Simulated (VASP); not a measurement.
Runs of VASP 6.6.1 on Ti3Se. The structure is that of space group Pm-3m (No. 221), or close to it. The cells are those of the table. 

| task | spin | cell | k mesh | cutoff (eV) | gap on the mesh (eV) | pressure (GPa) | relaxed volume (Å³/atom) |
| --- | --- | --- | --- | --- | --- | --- | --- |
| relaxation of cell and atoms | off | relaxed from a = 3.991 Å, 4 atoms | 12 × 12 × 12 | 600 | none | 0.0 | 15.92 |
| single point | off | a = 3.994 Å, 4 atoms | 12 × 12 × 12 | 520 | none | 0.0 | - |
| single point | collinear, ferromagnetic start | a = 4.113 Å, 4 atoms | 4 × 4 × 4 | 520 | none | (a) | - |
| single point | off | a = 3.991 Å, 4 atoms | 4 × 4 × 4 | 520 | none | -0.1 | - |
| relaxation of cell and atoms | off | relaxed from a = 4.113 Å, 4 atoms | 4 × 4 × 4 | 600 | none | 0.0 | 15.88 |

Alike in all rows: level PBE; potentials or basis VASP PAW PBE potentials, release 64 (Ti_sv, Se); smearing gaussian 0.1 eV.

**Question.** Fill in the values left out.

**Answer.** (a) -8.8.

Caveats: some runs use coarse meshes.

A k mesh can miss the band edges, and the runs leave out spin-orbit coupling on Se.

A gap of «none» marks levels without a gap at the run's occupations.
